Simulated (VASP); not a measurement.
# BeC3 (R-3m) in VASP: notebook

The runs below take BeC3 through single point, relaxation of cell and atoms, with PBE.

Everything below comes from runs of VASP 6.6.1. Logs are shortened: lines on timing, memory, paths and dates and some standing lists are left out, and cuts for length are marked.

## 1. The cell of the first run

The structure is trigonal, space group R-3m (No. 166). The conventional cell has a = 5.410 Å, b = 5.410 Å, c = 5.844 Å, α = 90.00°, β = 90.00°, γ = 120.00°. Within 2.2 Å of Be (site symmetry -3m) lie 2 C at 1.63 Å. C (site symmetry -3m) has 2 C at 1.29 Å within 1.7 Å. Within 1.7 Å of C (site symmetry 3m) lie 1 C at 1.29 Å and 1 Be at 1.63 Å.

## 2. Single point, PBE

The input, INCAR:

```
  PREC = Accurate
  ENCUT = 520
  EDIFF = 1E-6
  ISMEAR = 0
  SIGMA = 0.1
  LREAL = False
  LASPH = True
  NELM = 60
  ALGO = Normal
  ISIF = 2
  LWAVE = False
  LCHARG = True
  GGA = PE
  LELF = True
  LVHAR = True
  NBANDS = 15
```

The input, KPOINTS:

```
regular mesh
0
Gamma
  6 6 6
```

The input, POSCAR:

```
BeC3
1.0
    2.7048904007      1.5616692000      1.9480133229
   -2.7048904007      1.5616692000      1.9480133229
    0.0000000000     -3.1233384030      1.9480133205
Be C
1 3
Direct
    0.0000000000      0.0000000000      0.0000000000
    0.5000000000      0.5000000000      0.5000000000
    0.7207927312      0.7207927312      0.7207927312
    0.2792072688      0.2792072688      0.2792072688
```

Potentials or basis: VASP PAW PBE potentials, release 64 (Be, C).

Run with:

```console
cat potpaw_PBE.64/Be/POTCAR potpaw_PBE.64/C/POTCAR > POTCAR
mpirun -np 1 vasp_std > vasp.out
```

OUTCAR:

```text
PREC = Accurate
   ENCUT = 520
   EDIFF = 1E-6
   ISMEAR = 0
   LREAL = False
   LASPH = True
   NELM = 60
   ISIF = 2
   GGA = PE

 ion  position               nearest neighbor table
   1  0.000  0.000  0.000-   3 1.63   4 1.63
   2  0.500  0.500  0.500-   3 1.29   4 1.29
   3  0.721  0.721  0.721-   2 1.29   1 1.63
   4  0.279  0.279  0.279-   2 1.29   1 1.63

  LATTYP: Found a trigonal (rhomboedric) cell.
 ALAT       =     3.6810322841
 COS(alpha) =    -0.0799162796

  Lattice vectors:

 A1 = (   2.7048904007,   1.5616692000,   1.9480133229)
 A2 = (  -2.7048904007,   1.5616692000,   1.9480133229)
 A3 = (   0.0000000000,  -3.1233384030,   1.9480133205)

Analysis of symmetry for initial positions (statically):
=====================================================================
 Subroutine PRICEL returns:
 Original cell was already a primitive cell.

 Routine SETGRP: Setting up the symmetry group for a
 trigonal (rhombohedral) supercell.

 Subroutine GETGRP returns: Found 12 space group operations
 (whereof 12 operations were pure point group operations)
 out of a pool of 12 trial point group operations.

The static configuration has the point symmetry D_3d.

Analysis of symmetry for dynamics (positions and initial velocities):
=====================================================================
 Subroutine PRICEL returns:
 Original cell was already a primitive cell.

 Routine SETGRP: Setting up the symmetry group for a
 trigonal (rhombohedral) supercell.

 Subroutine GETGRP returns: Found 12 space group operations
 (whereof 12 operations were pure point group operations)
 out of a pool of 12 trial point group operations.

The dynamic configuration has the point symmetry D_3d.

 Subroutine INISYM returns: Found 12 space group operations
 (whereof 12 operations are pure point group operations),
 and found     1 'primitive' translations

----------------------------------------------------------------------------------------

                                     Primitive cell

  volume of cell :      49.3721

  direct lattice vectors                    reciprocal lattice vectors
     2.704890401  1.561669200  1.948013323     0.184850373  0.106723413  0.171114504
    -2.704890401  1.561669200  1.948013323    -0.184850373  0.106723413  0.171114504
     0.000000000 -3.123338403  1.948013321     0.000000000 -0.213446826  0.171114504

  length of vectors
     3.681032284  3.681032284  3.681032284     0.273568494  0.273568494  0.273568494

  position of ions in fractional coordinates (direct lattice)
     0.000000000  0.000000000  0.000000000
     0.500000000  0.500000000  0.500000000
     0.720792731  0.720792731  0.720792731
     0.279207269  0.279207269  0.279207269

  ion indices of the primitive-cell ions
   primitive index   ion index
                 1           1
                 2           2
                 3           3
                 4           4

----------------------------------------------------------------------------------------

 KPOINTS: regular mesh

Automatic generation of k-mesh.
 Grid dimensions read from file:
 generate k-points for:    6    6    6

 Generating k-lattice:

  Cartesian coordinates                     Fractional coordinates (reciprocal lattice)
     0.030808396  0.017787235  0.028519084     0.166666667 -0.000000000  0.000000000
    -0.030808396  0.017787235  0.028519084    -0.000000000  0.166666667  0.000000000
     0.000000000 -0.035574471  0.028519084    -0.000000000 -0.000000000  0.166666667

  Length of vectors
     0.045594749  0.045594749  0.045594749

  Shift w.r.t. Gamma in fractional coordinates (k-lattice)
     0.000000000  0.000000000  0.000000000

 Subroutine IBZKPT returns following result:
 ===========================================

 Found     32 irreducible k-points:

 Following reciprocal coordinates:
            Coordinates               Weight
  0.000000  0.000000  0.000000      1.000000
  0.166667  0.000000  0.000000      6.000000
  0.333333 -0.000000  0.000000      6.000000
  0.500000  0.000000  0.000000      3.000000
  0.166667  0.166667  0.000000      6.000000
  0.333333  0.166667  0.000000     12.000000
[... 16 lines left out ...]
  0.500000  0.500000  0.166667      6.000000
 -0.333333  0.500000  0.166667     12.000000
 [... further k-points ...]
   k-points           NKPTS =     32   k-points in BZ     NKDIM =     32   number of bands    NBANDS=     15
   number of dos      NEDOS =    301   number of ions     NIONS =      4
   total plane-waves  NPLWV =  21952
   dimension x,y,z NGX =    28 NGY =   28 NGZ =   28
   dimension x,y,z NGXF=    56 NGYF=   56 NGZF=   56
   ions per type =               1   3
   NGX,Y,Z   is equivalent  to a cutoff of  12.65, 12.65, 12.65 a.u.
   NGXF,Y,Z  is equivalent  to a cutoff of  25.29, 25.29, 25.29 a.u.
 SYSTEM =  unknown system
   PREC   = accura    normal or accurate (medium, high low for compatibility)
   ISTART =      0    job   : 0-new  1-cont  2-samecut
   ICHARG =      2    charge: 1-file 2-atom 10-const
   ISPIN  =      1    spin polarized calculation?
   LNONCOLLINEAR =      F non collinear calculations
   LSORBIT =      F    spin-orbit coupling
   LASPH  =      T    aspherical Exc in radial PAW
   ENCUT  =  520.0 eV  38.22 Ry    6.18 a.u.   6.84  6.84  6.84*2*pi/ulx,y,z
   NELM   =     60;   NELMIN=  2; NELMDL= -5     # of ELM steps
   EDIFF  = 0.1E-05   stopping-criterion for ELM
   LREAL  =      F    real-space projection
   EDIFFG = 0.1E-04   stopping-criterion for IOM
   NSW    =      0    number of steps for IOM
   IBRION =     -1    ionic relax: 0-MD 1-quasi-New 2-CG
   NFREE  =      0    steps in history (QN), initial steepest desc. (CG)
   ISIF   =      2    stress and relaxation
   ISYM   =      2    0-nonsym 1-usesym 2-fastsym
   POTIM  = 0.5000    time-step for ionic-motion
   TEBEG  =    0.0;   TEEND  =   0.0 temperature during run
   PSTRESS=    0.0 pullay stress
   NELECT =      14.0000    total number of electrons
   NUPDOWN=      -1.0000    fix difference up-down
   EMIN   =  10.00;   EMAX   =-10.00  energy-range for DOS
   EFERMI =   0.00;   METHOD = LEGACY
   ISMEAR =     0;   SIGMA  =   0.10  broadening in eV -4-tet -1-fermi 0-gaus
   EFERMI_NEDOS =   21; number of points for ismear=-14 and -15
   IALGO  =     38    algorithm
   IMIX   =      4    mixing-type and parameters
     AMIX     =   0.40;   BMIX     =  1.00
     AMIX_MAG =   1.60;   BMIX_MAG =  1.00
  volume/ion in A,a.u.               =      12.34        83.29
  Fermi-wavevector in a.u.,A,eV,Ry     =   1.075533  2.032462 15.738814  1.156770
  Thomas-Fermi vector in A             =   2.211392
   LORBIT       =      0    0 simple, 1 ext, 2 COOP (PROOUT), +10 PAW based schemes
   GGA     = PE    functional components
   LHFCALC =     F    Hartree Fock is set to
   AEXX    =    0.0000 exact exchange contribution
   IVDW    =     0    specifies the selected vdW correction
   LEPSILON=     F    determine dielectric tensor
   LRPA    =     F    only Hartree local field effects (RPA)
 non-spin polarized calculation
 Gauss-broadening in eV      SIGMA  =   0.10
  energy-cutoff  :      520.00
  volume of cell :       49.37
 maximum number of plane-waves:      1340
   NGX = 13   NGY = 13   NGZ = 13

 number of electron      14.0000000 magnetization

 Free energy of the ion-electron system (eV)
  ---------------------------------------------------
  ext. energy  EPLUGINS =         0.00000000
  ---------------------------------------------------
  free energy    TOTEN  =       -26.42288927 eV

  energy without entropy =      -26.41349945  energy(sigma->0) =      -26.41819436

 E-fermi :   1.5158     XC(G=0):  -9.0613

 val. band max:        1.5149392724   @ k =  -0.3333  -0.3333   0.1667
 cond. band min:       1.5480228997   @ k =  -0.1667   0.1667   0.0000
 fundamental gap:      0.0330836273
 Fermi energy:         1.5157949720

 k-point     1 :       0.0000    0.0000    0.0000
  band No.  band energies     occupation
      1     -13.7563      2.00000
      2     -10.0043      2.00000
      3      -4.8889      2.00000
      4      -2.9654      2.00000
      5      -0.9638      2.00000
      6      -0.9638      2.00000
      7       1.1348      2.00000
      8       1.1348      2.00000
      9       4.9871      0.00000
     10       4.9871      0.00000
     11       7.8930      0.00000
     12      11.4792      0.00000
     13      11.4792      0.00000
     14      13.8417      0.00000
     15      16.3754      0.00000

 k-point     2 :       0.1667    0.0000    0.0000
  band No.  band energies     occupation
      1     -13.6729      2.00000
      2     -10.0794      2.00000
      3      -4.8351      2.00000
      4      -3.1126      2.00000
      5      -1.3721      2.00000
      6      -0.9902      2.00000
      7       1.1506      2.00000
      8       1.3125      1.99596
      9       5.1634      0.00000
     10       5.5654      0.00000
     11       8.4449      0.00000
     12      10.5102      0.00000
     13      10.9497      0.00000
     14      14.0568      0.00000
     15      15.2800      0.00000
[... 365 lines left out ...]
      3      -4.5413      2.00000
      4      -3.6333      2.00000
      5      -3.3815      2.00000
      6      -1.7706      2.00000
      7       1.0960      2.00000
      8       2.0888      0.00000
      9       5.7732      0.00000
     10       6.4617      0.00000
     11       9.0136      0.00000
     12      10.7795      0.00000
     13      11.9300      0.00000
     14      11.9505      0.00000
     15      13.2888      0.00000

 k-point    24 :      -0.3333    0.5000    0.1667
  band No.  band energies     occupation
      1     -13.1395      2.00000
      2     -10.3338      2.00000
      3      -4.4959      2.00000
      4      -3.7922      2.00000
      5      -2.9969      2.00000
      6      -1.7530      2.00000
      7       1.0024      2.00000
      8       1.8097      0.00003
      9       6.4713      0.00000
     10       7.7327      0.00000
     11       8.9805      0.00000
     12       9.8264      0.00000
     13      10.8067      0.00000
     14      11.3833      0.00000
     15      13.2706      0.00000

 [... further k-points ...]

------------------------ aborting loop because EDIFF is reached ----------------------------------------

  FORCE on cell =-STRESS in cart. coord.  units (eV):
  Direction    XX          YY          ZZ          XY          YZ          ZX
  --------------------------------------------------------------------------------------
  -------------------------------------------------------------------------------------
  Total        0.0286015      0.0286015     -0.0469508      0.0000000      0.0000000     -0.0000000
  in kB        0.9281472      0.9281472     -1.5236015      0.0000000      0.0000000     -0.0000000
  external PRESSURE =       0.1108977 kB  Pullay stress =       0.0000000 kB

 VOLUME and BASIS-vectors are now :
 -----------------------------------------------------------------------------
  energy-cutoff  :      520.00
  volume of cell :       49.37
      direct lattice vectors                 reciprocal lattice vectors
     2.704890401  1.561669200  1.948013323     0.184850373  0.106723413  0.171114504
    -2.704890401  1.561669200  1.948013323    -0.184850373  0.106723413  0.171114504
     0.000000000 -3.123338403  1.948013321     0.000000000 -0.213446826  0.171114504

 POSITION                                       TOTAL-FORCE (eV/Angst)
 -----------------------------------------------------------------------------------
      0.00000      0.00000      0.00000         0.000000     -0.000000     -0.000000
      0.00000     -0.00000      2.92202        -0.000000     -0.000000     -0.000000
      0.00000     -0.00000      4.21234         0.000000     -0.000000      0.052662
      0.00000     -0.00000      1.63170         0.000000      0.000000     -0.052662
 -----------------------------------------------------------------------------------
    total drift:                               -0.000000     -0.000000      0.000000

  FREE ENERGIE OF THE ION-ELECTRON SYSTEM (eV)
  ---------------------------------------------------
  free  energy   TOTEN  =       -26.4228892727 eV

  energy  without entropy=      -26.4134994472  energy(sigma->0) =      -26.41819436
```

Run time: 48 s. Hardware: 1 thread of AMD EPYC 7R13, shared host; peak memory 0.13 GiB.

Results:

- Free energy: -26.4229 eV
- Pressure: 0.0 GPa
- Largest force: 0.053 eV/Å
- Band gap on the k mesh: zero (band 7 reaches 2.17 eV, above the bottom of band 8 at 0.06 eV)

Forces on the atoms (eV/Å):
```
Be   0.000  0.000  0.000
C    0.000  0.000  0.000
C    0.000  0.000  0.053
C    0.000  0.000 -0.053
```

## 3. Relaxation of cell and atoms, PBE

This run uses another cell than the first one, of 10.73 Å³/atom, 0.869 times its volume.

The input, INCAR:

```
SYSTEM = BeC3
  ALGO = Normal
  EDIFF = 1E-6
  EDIFFG = -0.04
  ENCUT = 600
  GGA = PE
  IBRION = 2
  ISIF = 3
  ISMEAR = 0
  LASPH = .TRUE.
  LCHARG = .FALSE.
  LREAL = .FALSE.
  LWAVE = .FALSE.
  NELM = 100
  NSW = 90
  PREC = Accurate
  SIGMA = 0.1
```

The input, KPOINTS:

```
k-points
0
G
  6 6 6
  0 0 0
```

The input, POSCAR:

```
BeC3
1.0
    1.9613044500      1.1323596500      3.2210590400
   -1.9613044500      1.1323596500      3.2210590400
    0.0000000000     -2.2647193100      3.2210590400
Be C
1 3
Direct
    0.0000000000      0.0000000000      0.0000000000
    0.5000000000      0.5000000000      0.5000000000
    0.7313341400      0.7313341400      0.7313341400
    0.2686658600      0.2686658600      0.2686658600
```

Potentials or basis: VASP PAW PBE potentials, release 64 (Be, C).

Run with:

```console
cat potpaw_PBE.64/Be/POTCAR potpaw_PBE.64/C/POTCAR > POTCAR
mpirun -np 1 vasp_std > vasp.out
```

Run time: 13 min. Hardware: 1 thread of AMD EPYC 7R13, shared host; peak memory 0.17 GiB.

The run converged. Its results:

| Quantity | Value |
| --- | --- |
| Free energy | -26.3245 eV |
| Relaxed volume | 11.20 Å³/atom |
| Relaxed cell | a = 3.555 Å, b = 3.555 Å, c = 3.555 Å, α = 92.77°, β = 92.77°, γ = 92.77° |
| Space group after relaxing (to 0.05 Å) | R-3m (No. 166) |
| Energy gained by relaxing | 2238.8 meV/atom |
| Ionic steps | 37 |
| Pressure after relaxing | 0.0 GPa |
| Largest force after relaxing | 0.004 eV/Å |
| Band gap on the k mesh | zero (band 7 reaches 3.14 eV, above the bottom of band 8 at 0.59 eV) |

Forces in eV/Å, atoms in the order of the input:
```
Be   0.000  0.000  0.000
C    0.000  0.000  0.000
C    0.000  0.000 -0.004
C    0.000  0.000  0.004
```

Stress tensor (GPa, compression positive):
```
 0.02  0.00  0.00
 0.00  0.02  0.00
 0.00  0.00 -0.08
```

Step by step:
```csv
step,energy change (eV),largest force (eV/Å),pressure (GPa),volume (Å³)
1,0.0000,0.8571,-30.25,42.92
2,-1.7554,0.9201,-11.72,31.53
3,-1.8767,0.9310,-0.30,28.96
4,-1.8778,0.9173,1.50,28.63
5,-2.1915,1.7193,3.24,28.10
6,-4.9496,4.6484,20.72,26.25
7,39.8582,153.7543,684.15,21.29
8,-4.1285,5.1869,12.27,26.07
9,-4.9505,10.7837,114.81,23.88
10,-5.5292,3.9569,32.09,25.24
11,-5.9924,0.9603,62.04,24.58
12,-6.0073,1.7542,65.33,24.59
13,-6.0082,2.0379,66.52,24.60
14,-6.0426,2.0125,65.45,24.67
15,-6.1432,1.9411,62.33,24.89
16,-6.3338,1.8047,56.37,25.35
17,-6.6749,1.5201,45.47,26.26
18,-7.2127,0.9088,27.23,28.15
19,-7.7968,0.2404,1.21,32.17
20,-7.7172,1.9530,-23.83,41.15
21,-7.9035,1.2679,-15.18,36.76
22,-8.2147,1.6629,-6.22,37.97
23,-8.2598,3.4871,-0.53,38.56
24,-8.5654,3.2061,1.59,39.52
25,-8.6405,0.0910,18.62,42.01
26,-8.8265,2.6828,7.89,40.72
27,-8.8458,1.7465,12.25,41.33
28,-8.7532,3.9896,-3.79,43.86
29,-8.9114,0.7093,5.24,42.27
30,-8.9435,0.3025,1.72,42.96
31,-8.9462,0.1538,0.37,43.24
32,-8.9477,0.2384,1.30,43.35
33,-8.9477,0.1794,1.16,43.34
34,-8.9496,0.1537,0.99,43.54
35,-8.9537,0.0755,0.47,44.17
36,-8.9536,0.0892,-0.52,45.44
37,-8.9550,0.0041,-0.01,44.78
```

Final structure:
```xyz
4
Lattice="2.5740 1.4861 1.9511 -2.5740 1.4861 1.9511 0.0000 -2.9722 1.9511" Properties=species:S:1:pos:R:3 pbc="T T T"
Be    0.0000    0.0000    0.0000
C     0.0000    0.0000    2.9267
C     0.0000    0.0000    4.2185
C     0.0000    0.0000    1.6349
```

Levels at points of the mesh, in eV from the Fermi level:
```tsv
k point	band 3	band 4	band 5	band 6	band 7	band 8	band 9	band 10	band 11
(0.00, 0.00, 0.00)	-6.49	-4.44	-2.36	-2.36	-0.66	-0.66	3.56	3.56	6.97
(0.50, 0.00, 0.00)	-6.19	-5.58	-3.15	-2.40	-1.00	0.32	4.31	6.08	7.28
(0.50, 0.50, 0.00)	-6.12	-5.78	-5.09	-2.70	-0.24	1.66	3.56	4.27	7.40
(0.50, 0.50, 0.50)	-6.49	-4.60	-4.60	-4.54	-1.69	-1.69	6.90	8.07	8.07
```

[end of part 1 of 2]
